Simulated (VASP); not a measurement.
A run of VASP 6.6.1 is set up as follows.

File INCAR:

```
PREC = Accurate
ENCUT = 520
EDIFF = 1E-6
ISMEAR = -1
SIGMA = 0.05
LREAL = F
LASPH = T
NELM = 150
ALGO = Normal
ISIF = 2
LWAVE = F
LCHARG = F
ISPIN = 2
MAGMOM = 1 1
LORBIT = 11
LMAXMIX = 4
GGA = PE
NBANDS = 23
```

File KPOINTS:

```
regular mesh
0
Gamma
  20 20 11
```

File POSCAR:

```
Ti
1.0
    2.9388916154      0.0000000000      0.0000000000
   -1.4694458077      2.5451547979      0.0000000000
    0.0000000000      0.0000000000      4.6516165707
Ti
2
Direct
    0.3333333333      0.6666666667      0.2500000000
    0.6666666667      0.3333333333      0.7500000000
```

Potentials or basis: VASP PAW PBE potentials, release 64 (Ti_sv).

Command:

```sh
$ cat potpaw_PBE.64/Ti_sv/POTCAR > POTCAR
$ mpirun -np 1 vasp_std > vasp.out
```

(1) Predict the net moment.

(2) Predict the band gap on the k mesh.

(3) Predict the pressure.

Results:

(1) 0.00 μB per cell.

(2) zero (filled and empty bands overlap).

(3) -0.3 GPa.
